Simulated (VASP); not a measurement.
Crystal: CdS (Hawleyite).

```
Cd S
1.0
     0.00000    2.89693    2.89693
     2.89693    0.00000    2.89693
     2.89693    2.89693    0.00000
Cd S
1 1
Cartesian
  0.0000 0.0000 0.0000
  4.3454 4.3454 4.3454
```

Program: VASP 6.6.1. Alike in all runs: task single point; no spin polarisation; cell as given; k mesh 8 × 8 × 8; cutoff (eV) 520; smearing fermi-dirac 0.05 eV.

Problem. Order these runs on this cell by their band gap on the k mesh, lowest first.
A. level RPBE; potentials or basis VASP PAW PBE potentials, release 64 (Cd, S)
B. level LDA; potentials or basis VASP PAW LDA potentials, release 64 (Cd, S)
C. level r2SCAN+rVV10; potentials or basis VASP PAW PBE potentials, release 64 (Cd, S)

Solution. B (0.94 eV), A (1.38 eV), C (1.58 eV).
